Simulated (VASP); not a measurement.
Y3AlN4: single point with PBE

Y3AlN4:

```
CELL_PARAMETERS angstrom
4.78018 0.00000 0.00000
0.00000 4.78018 0.00000
0.00000 0.00000 4.78018
ATOMIC_POSITIONS crystal
Y 0.00000 0.00000 0.50000
Y 0.50000 0.00000 0.00000
Y 0.00000 0.50000 0.00000
Al 0.50000 0.50000 0.50000
N 0.50000 0.50000 0.00000
N 0.00000 0.50000 0.50000
N 0.50000 0.00000 0.50000
N 0.00000 0.00000 0.00000
```

```
Program                : VASP 6.6.1
Task                   : single point
Functional             : PBE
Potentials or basis    : VASP PAW PBE potentials, release 64 (Y_sv, Al, N)
Cutoff                 : 520 eV
k mesh                 : 8 × 8 × 8
Occupations            : gaussian, width 0.1 eV
Spin                   : no spin polarisation
Dipole correction      : no
Further INCAR settings : ALGO = Normal; EDIFF = 1e-06; NBANDS = 38
```

| Property | Result |
| --- | --- |
| Pressure | -0.2 GPa |
| Band gap on the k mesh | zero (filled and empty bands touch) |

Levels at points of the mesh, in eV from the Fermi level:
| k point | band 26 | band 27 | band 28 | band 29 | band 30 | band 31 |
| --- | --- | --- | --- | --- | --- | --- |
| (0.00, 0.00, 0.00) | -0.36 | -0.05 | -0.05 | -0.05 | 0.68 | 0.68 |
| (0.50, 0.00, 0.00) | -0.72 | -0.40 | -0.40 | 1.33 | 2.81 | 2.85 |
| (0.50, 0.50, 0.00) | -1.19 | -1.19 | -0.96 | 4.30 | 4.69 | 4.78 |
| (0.50, 0.50, 0.50) | -2.33 | -1.24 | -1.24 | 3.87 | 3.87 | 3.87 |

Run time: 54 s on 1 thread of Intel(R) Xeon(R) 6975P-C (Granite Rapids), on a shared host, peak memory 0.29 GiB.
